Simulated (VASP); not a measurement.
AlNi4, 10 atoms in the cell. The structure is hexagonal, space group P6_3/mmc (No. 194). The conventional cell has a = 2.587 Å, b = 2.587 Å, c = 19.862 Å, α = 90.00°, β = 90.00°, γ = 120.00°. Al (site symmetry -6m2) has 6 Ni at 2.46 Å and 6 Al at 2.59 Å within 3.2 Å. Ni (site symmetry 3m) has 12 Ni at 2.48 to 2.59 Å within 3.3 Å. Within 3.2 Å of Ni (site symmetry 3m) lie 3 Al at 2.46 Å and 9 Ni at 2.51 to 2.59 Å. 

| Property | Result |
| --- | --- |
| Program | VASP 6.6.1 |
| Task | single point |
| Functional | PBE |
| Potentials or basis | VASP PAW PBE potentials, release 64 (Al, Ni) |
| Cutoff | 520 eV |
| k mesh | 6 × 6 × 1 |
| Occupations | gaussian, width 0.1 eV |
| Spin | collinear spin, ferromagnetic start |
| Starting moments | [0.0, 0.0, 2.0, 2.0, 2.0, 2.0, 2.0, 2.0, 2.0, 2.0] μB |
| Dipole correction | no |
| Further INCAR settings | ALGO = Normal; EDIFF = 1e-06; NBANDS = 58 |

Potentials or basis: VASP PAW PBE potentials, release 64 (Al, Ni).

The run is started by

```sh
$ cat potpaw_PBE.64/Al/POTCAR potpaw_PBE.64/Ni/POTCAR > POTCAR
$ mpirun -np 1 vasp_std > vasp.out
```

Hardware: 1 thread of Intel Xeon 8259CL, with other jobs on the host.

Question: Estimate the wall time of this run.

Answer: Run time: 7 min on 1 thread of Intel Xeon 8259CL (shared host), peak memory 0.3 GiB. Counts: scf iterations 23, k points 7.
